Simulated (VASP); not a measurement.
A run of VASP 6.6.1 is set up as follows.

The input INCAR:

```
SYSTEM = SiC
PREC = Accurate
ENCUT = 520
EDIFF = 1E-6
ISMEAR = 0
SIGMA = 0.1
LREAL = .FALSE.
LASPH = .TRUE.
NELM = 100
ALGO = Normal
ISIF = 2
LWAVE = .FALSE.
LCHARG = .FALSE.
GGA = PE
NBANDS = 16
```

KPOINTS

```
regular mesh
0
G
  6 6 6
  0 0 0
```

POSCAR

```
SiC
1.0
    1.5746186512     -4.1546525898      0.0000000000
    1.5746186512      4.1546525898      0.0000000000
    0.0000000000      0.0000000000      3.1279586720
Si C
2 2
Direct
    0.8540000000      0.1460000000      0.7500000000
    0.1460000000      0.8540000000      0.2500000000
    0.5500000000      0.4500000000      0.7500000000
    0.4500000000      0.5500000000      0.2500000000
```

Potentials or basis: VASP PAW PBE potentials, release 64 (Si, C).

Command:

```console
$ cat potpaw_PBE.64/Si/POTCAR potpaw_PBE.64/C/POTCAR > POTCAR
$ mpirun -np 1 vasp_std > vasp.out
```

(1) What does it give for the band gap on the k mesh?

(2) Predict the pressure.

(3) Predict the largest force.

## Answers

(1) zero (band 8 reaches 11.86 eV, above the bottom of band 9 at 8.22 eV).

(2) 1.7 GPa.

(3) 0.699 eV/Å.
